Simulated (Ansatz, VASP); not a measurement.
One calculation of Ti11CO24, two programs

```
C Ti O
1.0
     4.59220    4.59220    0.00000
    -4.59220    4.59220    0.00000
     0.00000    0.00000    8.87220
C Ti O
1 11 24
Direct
  0.00000 0.00000 0.00000
  0.00000 0.00000 0.32626
  0.00000 0.00000 0.67374
  0.50000 0.50000 0.00000
  0.50000 0.50000 0.33211
  0.50000 0.50000 0.66789
  0.50000 0.00000 0.15989
  0.50000 0.00000 0.50000
  0.50000 0.00000 0.84011
  0.00000 0.50000 0.16036
  0.00000 0.50000 0.50000
  0.00000 0.50000 0.83964
  0.31022 0.00000 0.00000
  0.29988 0.00000 0.33425
  0.29988 0.00000 0.66575
  0.80288 0.50000 0.00000
  0.80804 0.50000 0.32706
  0.80804 0.50000 0.67294
  0.50000 0.30620 0.16751
  0.50000 0.30526 0.50000
  0.50000 0.30620 0.83249
  0.00000 0.83128 0.13248
  0.00000 0.80233 0.50000
  0.00000 0.83128 0.86752
  0.68978 0.00000 0.00000
  0.70012 0.00000 0.33425
  0.70012 0.00000 0.66575
  0.19712 0.50000 0.00000
  0.19196 0.50000 0.32706
  0.19196 0.50000 0.67294
  0.50000 0.69380 0.16751
  0.50000 0.69474 0.50000
  0.50000 0.69380 0.83249
  0.00000 0.16872 0.13248
  0.00000 0.19767 0.50000
  0.00000 0.16872 0.86752
```

Alike in both runs: functional PBE; k mesh 3 × 3 × 2; occupations fermi-dirac, width 0.01 eV; no spin polarisation.

Ansatz relaxed the structure, and its values are those at the end. VASP's run is a single point on that final structure, the one shown.

```csv
,VASP,Ansatz
version,VASP 6.6.1,Ansatz 0.2.0
potentials or method,"VASP PAW PBE potentials, release 64 (C, Ti_sv, O)","plane-wave PAW, scalar-relativistic"
plane-wave cutoff (eV),520,420
valence electrons in the cell,280,280
```

Ansatz gave:

* gap on the k mesh at the Fermi level (eV): 1.55
* pressure (GPa): -0.5
* rms of the force components (eV/Å): 0.004

Q: What did VASP give for the same quantities?

A: gap on the k mesh at the Fermi level (eV): 1.53; pressure (GPa): 0.1; rms of the force components (eV/Å): 0.024.

Ansatz's warnings: stress scf threshold loose.
